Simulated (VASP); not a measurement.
# Si2SnSe6: single point with PBE

The system is Si2SnSe6.

```
Si Sn Se
1.0
     0.00000    4.88241    4.88241
     4.88241    0.00000    4.88241
     4.88241    4.88241    0.00000
Si Sn Se
2 1 6
Direct
  0.75000 0.75000 0.75000
  0.25000 0.25000 0.25000
  0.00000 0.00000 0.00000
  0.50000 0.00000 0.00000
  0.00000 0.50000 0.50000
  0.00000 0.50000 0.00000
  0.50000 0.00000 0.50000
  0.00000 0.00000 0.50000
  0.50000 0.50000 0.00000
```

| Item | Value |
| --- | --- |
| Program | VASP 6.6.1 |
| Task | single point |
| Functional | PBE |
| Potentials or basis | VASP PAW PBE potentials, release 64 (Si, Sn_d, Se) |
| Cutoff | 520 eV |
| k mesh | 8 × 8 × 8 |
| Occupations | gaussian, width 0.1 eV |
| Spin | no spin polarisation |
| Dipole correction | no |
| Further INCAR settings | ALGO = Normal; EDIFF = 1e-06; NBANDS = 39 |

* Pressure: 0.1 GPa
* Band gap on the k mesh: zero (band 29 reaches 4.29 eV, above the bottom of band 30 at 3.25 eV)

Levels at points of the mesh, in eV from the Fermi level:
```
           k point  band 25  band 26  band 27  band 28  band 29  band 30  band 31  band 32  band 33  band 34
(0.00, 0.00, 0.00)    -0.74    -0.71    -0.71    -0.71     0.88     0.88     0.88     1.88     1.88     1.88
(0.50, 0.00, 0.00)    -0.71    -0.21    -0.12    -0.12    -0.09    -0.09    -0.05     0.14     1.12     3.16
(0.50, 0.50, 0.00)    -1.45    -1.41    -1.30    -0.50    -0.50     0.28     0.86     1.80     1.81     1.81
```

It took 3.3 min on 1 thread of Intel(R) Xeon(R) 6975P-C (Granite Rapids) (shared host), peak memory 0.52 GiB.

Caveat: spin-orbit coupling is left out, which moves the levels of the heavy elements.
